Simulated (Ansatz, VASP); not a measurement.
# Two plane-wave programs on Co

```xyz
1
Lattice="0.0000 1.8103 1.8103 1.8103 0.0000 1.8103 1.8103 1.8103 0.0000" Properties=species:S:1:pos:R:3 pbc="T T T"
Co    0.0000    0.0000    0.0000
```

Alike in both runs: task single point; functional BLYP; k mesh 17 × 17 × 17; occupations fermi-dirac, width 0.05 eV; collinear spin.

|  | VASP | Ansatz |
| --- | --- | --- |
| version | VASP 6.6.1 | Ansatz 0.2.0 |
| potentials or method | VASP PAW PBE potentials, release 64 (Co), cutoff 520 eV | plane waves (420 eV) with PAW, scalar-relativistic |
| valence electrons in the cell | 9 | 17 |

Ansatz gave:

- pressure (GPa): -6.7
- net moment per atom (μB): 1.68
- size of the moment on the site where the two differ most (μB): 1.74

**Question.** What did VASP give for the same quantities?

**Answer.** Pressure (GPa): -6.8; net moment per atom (μB): 1.67; size of the moment on the site where the two differ most (μB): 1.70.

VASP's potentials were made for PBE, not for BLYP. Site moments also hang on the region over which each program counts them. VASP's potentials hold 9 valence electrons a cell and Ansatz's 17, so a difference there can come from the potentials and not from the codes.
